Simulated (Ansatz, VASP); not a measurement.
## Si: VASP beside Ansatz

```xyz
1
Lattice="-1.1355 1.1355 1.1355 1.1355 -1.1355 1.1355 1.1355 1.1355 -1.1355" Properties=species:S:1:pos:R:3 pbc="T T T"
Si    0.0000    0.0000    0.0000
```

Change from the starting cell: volume scaled by 0.4, crystal datasets.

Alike in both runs: task single point; functional PBE; k mesh 17 × 17 × 17; occupations fermi-dirac, width 0.05 eV; no spin polarisation.

|  | VASP | Ansatz |
| --- | --- | --- |
| version | VASP 6.6.1 | Ansatz 0.2.0 |
| potentials or method | VASP PAW PBE potentials, release 64 (Si), cutoff 520 eV | all-electron PAW with datasets made for the crystal, scalar-relativistic |

VASP gave:

| Quantity | Value |
| --- | --- |
| pressure (GPa) | 562.1 |

Problem. What did Ansatz give for the same quantities?

Solution. Pressure (GPa): 564.6.

Both programs put the cell under a high pressure, so it lies far from rest at this level. Ansatz ran all-electron here, and VASP with PAW potentials. Ansatz's warnings: printed levels off.

Noted on VASP's run: the cell as given lies far from equilibrium.
